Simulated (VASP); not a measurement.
# TiAl (P4/mmm) in VASP: notebook, part 2 of 2

VASP 6.6.1.

**3. Single point, LDA (13.87 Å³/atom)**

INCAR

```
PREC = Accurate ; ENCUT = 520
EDIFF = 1E-7 ; ISMEAR = 0
SIGMA = 0.15 ; LREAL = F
LASPH = T ; NELM = 100
ALGO = Fast ; ISIF = 2
LWAVE = F ; LCHARG = F
NBANDS = 14
```

KPOINTS

```
Automatic mesh
0
Gamma
  16 16 16
```

POSCAR

```
TiAl
1.0
    2.9171474198      0.0000000000      0.0000000000
    0.0000000000      2.9171474198      0.0000000000
    0.0000000000      0.0000000000      3.2604956711
Ti Al
1 1
Direct
    0.0000000000      0.0000000000      0.0000000000
    0.5000000000      0.5000000000      0.5000000000
```

Potentials or basis: VASP PAW LDA potentials, release 64 (Ti_sv, Al).

Started as:

```
> cat potpaw_LDA.64/Ti_sv/POTCAR potpaw_LDA.64/Al/POTCAR > POTCAR
> mpirun -np 1 vasp_std > vasp.out
```

OUTCAR:

```text
PREC = Accurate
   ENCUT = 520
   EDIFF = 1E-7
   ISMEAR = 0
   LREAL = F
   LASPH = T
   NELM = 100
   ISIF = 2

 ion  position               nearest neighbor table
   1  0.000  0.000  0.000-   2 2.63   2 2.63   2 2.63   2 2.63   2 2.63   2 2.63   2 2.63   2 2.63

   2  0.500  0.500  0.500-   1 2.63   1 2.63   1 2.63   1 2.63   1 2.63   1 2.63   1 2.63   1 2.63

  LATTYP: Found a simple tetragonal cell.
 ALAT       =     2.9171474198
 C/A-ratio  =     1.1177000000

  Lattice vectors:

 A1 = (   2.9171474198,   0.0000000000,   0.0000000000)
 A2 = (   0.0000000000,   2.9171474198,   0.0000000000)
 A3 = (   0.0000000000,   0.0000000000,   3.2604956711)

Analysis of symmetry for initial positions (statically):
=====================================================================
 Subroutine PRICEL returns:
 Original cell was already a primitive cell.

 Routine SETGRP: Setting up the symmetry group for a
 simple tetragonal supercell.

 Subroutine GETGRP returns: Found 16 space group operations
 (whereof 16 operations were pure point group operations)
 out of a pool of 16 trial point group operations.

The static configuration has the point symmetry D_4h.

Analysis of symmetry for dynamics (positions and initial velocities):
=====================================================================
 Subroutine PRICEL returns:
 Original cell was already a primitive cell.

 Routine SETGRP: Setting up the symmetry group for a
 simple tetragonal supercell.

 Subroutine GETGRP returns: Found 16 space group operations
 (whereof 16 operations were pure point group operations)
 out of a pool of 16 trial point group operations.

The dynamic configuration has the point symmetry D_4h.

 Subroutine INISYM returns: Found 16 space group operations
 (whereof 16 operations are pure point group operations),
 and found     1 'primitive' translations

----------------------------------------------------------------------------------------

                                     Primitive cell

  volume of cell :      27.7460

  direct lattice vectors                    reciprocal lattice vectors
     2.917147420  0.000000000  0.000000000     0.342800639  0.000000000  0.000000000
     0.000000000  2.917147420  0.000000000     0.000000000  0.342800639  0.000000000
     0.000000000  0.000000000  3.260495671     0.000000000  0.000000000  0.306701833

  length of vectors
     2.917147420  2.917147420  3.260495671     0.342800639  0.342800639  0.306701833

  position of ions in fractional coordinates (direct lattice)
     0.000000000  0.000000000  0.000000000
     0.500000000  0.500000000  0.500000000

  ion indices of the primitive-cell ions
   primitive index   ion index
                 1           1
                 2           2

----------------------------------------------------------------------------------------

 KPOINTS: Automatic mesh

Automatic generation of k-mesh.
 Grid dimensions read from file:
 generate k-points for:   16   16   16

 Generating k-lattice:

  Cartesian coordinates                     Fractional coordinates (reciprocal lattice)
     0.021425040  0.000000000  0.000000000     0.062500000  0.000000000  0.000000000
     0.000000000  0.021425040  0.000000000     0.000000000  0.062500000  0.000000000
     0.000000000  0.000000000  0.019168865     0.000000000  0.000000000  0.062500000

  Length of vectors
     0.021425040  0.021425040  0.019168865

  Shift w.r.t. Gamma in fractional coordinates (k-lattice)
     0.000000000  0.000000000  0.000000000

 Subroutine IBZKPT returns following result:
 ===========================================

 Found    405 irreducible k-points:

 Following reciprocal coordinates:
            Coordinates               Weight
  0.000000  0.000000  0.000000      1.000000
  0.062500  0.000000  0.000000      4.000000
  0.125000  0.000000  0.000000      4.000000
  0.187500  0.000000  0.000000      4.000000
  0.250000  0.000000  0.000000      4.000000
  0.312500  0.000000  0.000000      4.000000
[... 16 lines left out ...]
  0.437500  0.125000  0.000000      8.000000
  0.500000  0.125000  0.000000      4.000000
 [... further k-points ...]
   k-points           NKPTS =    405   k-points in BZ     NKDIM =    405   number of bands    NBANDS=     14
   number of dos      NEDOS =    301   number of ions     NIONS =      2
   total plane-waves  NPLWV =  13824
   dimension x,y,z NGX =    24 NGY =   24 NGZ =   24
   dimension x,y,z NGXF=    48 NGYF=   48 NGZF=   48
   ions per type =               1   1
   NGX,Y,Z   is equivalent  to a cutoff of  13.68, 13.68, 12.24 a.u.
   NGXF,Y,Z  is equivalent  to a cutoff of  27.35, 27.35, 24.47 a.u.
 SYSTEM =  unknown system
   PREC   = accura    normal or accurate (medium, high low for compatibility)
   ISTART =      0    job   : 0-new  1-cont  2-samecut
   ICHARG =      2    charge: 1-file 2-atom 10-const
   ISPIN  =      1    spin polarized calculation?
   LNONCOLLINEAR =      F non collinear calculations
   LSORBIT =      F    spin-orbit coupling
   LASPH  =      T    aspherical Exc in radial PAW
   ENCUT  =  520.0 eV  38.22 Ry    6.18 a.u.   5.42  5.42  6.06*2*pi/ulx,y,z
   NELM   =    100;   NELMIN=  2; NELMDL= -5     # of ELM steps
   EDIFF  = 0.1E-06   stopping-criterion for ELM
   LREAL  =      F    real-space projection
   EDIFFG = 0.1E-05   stopping-criterion for IOM
   NSW    =      0    number of steps for IOM
   IBRION =     -1    ionic relax: 0-MD 1-quasi-New 2-CG
   NFREE  =      0    steps in history (QN), initial steepest desc. (CG)
   ISIF   =      2    stress and relaxation
   ISYM   =      2    0-nonsym 1-usesym 2-fastsym
   POTIM  = 0.5000    time-step for ionic-motion
   TEBEG  =    0.0;   TEEND  =   0.0 temperature during run
   PSTRESS=    0.0 pullay stress
   NELECT =      15.0000    total number of electrons
   NUPDOWN=      -1.0000    fix difference up-down
   EMIN   =  10.00;   EMAX   =-10.00  energy-range for DOS
   EFERMI =   0.00;   METHOD = LEGACY
   ISMEAR =     0;   SIGMA  =   0.15  broadening in eV -4-tet -1-fermi 0-gaus
   EFERMI_NEDOS =   21; number of points for ismear=-14 and -15
   IALGO  =     68    algorithm
   IMIX   =      4    mixing-type and parameters
     AMIX     =   0.40;   BMIX     =  1.00
     AMIX_MAG =   1.60;   BMIX_MAG =  1.00
  volume/ion in A,a.u.               =      13.87        93.62
  Fermi-wavevector in a.u.,A,eV,Ry     =   1.333640  2.520213 24.199246  1.778594
  Thomas-Fermi vector in A             =   2.462482
   LORBIT       =      0    0 simple, 1 ext, 2 COOP (PROOUT), +10 PAW based schemes
   GGA     = CA    functional components
   LHFCALC =     F    Hartree Fock is set to
   AEXX    =    0.0000 exact exchange contribution
   IVDW    =     0    specifies the selected vdW correction
   LEPSILON=     F    determine dielectric tensor
   LRPA    =     F    only Hartree local field effects (RPA)
 non-spin polarized calculation
 RMM-DIIS sequential band-by-band and
 Gauss-broadening in eV      SIGMA  =   0.15
  energy-cutoff  :      520.00
  volume of cell :       27.75
 maximum number of plane-waves:       766
 NGX is ok and might be reduce to    24
   NGX = 11   NGY = 11   NGZ = 13

 number of electron      15.0000007 magnetization

 Free energy of the ion-electron system (eV)
  ---------------------------------------------------
  ext. energy  EPLUGINS =         0.00000000
  ---------------------------------------------------
  free energy    TOTEN  =       -13.25615390 eV

  energy without entropy =      -13.23147243  energy(sigma->0) =      -13.24381316

 E-fermi :  10.0537     XC(G=0): -11.9671

 val. band max:       10.0521906511   @ k =   0.2500   0.0625   0.2500
 cond. band min:      10.0573788217   @ k =   0.3125   0.1250   0.3125
 fundamental gap:      0.0051881706
 Fermi energy:        10.0537083732

 k-point     1 :       0.0000    0.0000    0.0000
  band No.  band energies     occupation
      1     -45.7368      2.00000
      2     -22.4169      2.00000
      3     -22.2219      2.00000
      4     -22.2219      2.00000
      5       0.3127      2.00000
      6       8.1573      2.00000
      7       8.5313      2.00000
      8      12.1257      0.00000
      9      12.1257      0.00000
     10      12.7150      0.00000
     11      13.3182      0.00000
     12      16.4915      0.00000
     13      16.4915      0.00000
     14      19.7699      0.00000
[... 377 lines left out ...]
      1     -45.6845      2.00000
      2     -22.6211      2.00000
      3     -22.3676      2.00000
      4     -22.2422      2.00000
      5       4.5354      2.00000
      6       4.9962      2.00000
      7       9.4899      2.00000
      8       9.6977      1.99921
      9      10.3732      0.00259
     10      12.0159      0.00000
     11      14.2621      0.00000
     12      17.1637      0.00000
     13      19.4284      0.00000
     14      19.8266      0.00000

 [... further k-points ...]
[... 5 lines left out ...]
  --------------------------------------------------------------------------------------
  -------------------------------------------------------------------------------------
  Total        1.9954835      1.9954835      3.6199931      0.0000000      0.0000000      0.0000000
  in kB      115.2280868    115.2280868    209.0344845      0.0000000      0.0000000      0.0000000
  external PRESSURE =     146.4968860 kB  Pullay stress =       0.0000000 kB

 VOLUME and BASIS-vectors are now :
 -----------------------------------------------------------------------------
  energy-cutoff  :      520.00
  volume of cell :       27.75
      direct lattice vectors                 reciprocal lattice vectors
     2.917147420  0.000000000  0.000000000     0.342800639  0.000000000  0.000000000
     0.000000000  2.917147420  0.000000000     0.000000000  0.342800639  0.000000000
     0.000000000  0.000000000  3.260495671     0.000000000  0.000000000  0.306701833

 POSITION                                       TOTAL-FORCE (eV/Angst)
 -----------------------------------------------------------------------------------
      0.00000      0.00000      0.00000         0.000000      0.000000      0.000000
      1.45857      1.45857      1.63025         0.000000      0.000000      0.000000
 -----------------------------------------------------------------------------------
    total drift:                                0.000000      0.000000      0.000000

  FREE ENERGIE OF THE ION-ELECTRON SYSTEM (eV)
  ---------------------------------------------------
  free  energy   TOTEN  =       -13.2561538957 eV

  energy  without entropy=      -13.2314724271  energy(sigma->0) =      -13.24381316
```

Wall time 2.9 min (1 thread of Intel Xeon 6975P-C (Granite Rapids), shared host); peak memory 0.26 GiB.

What came out:

```
Free energy            : -13.2562 eV
Pressure               : 14.6 GPa
Band gap on the k mesh : zero (an odd number of electrons rules out a gap without spin polarisation)
```

Caveat: the cell stands under pressure.
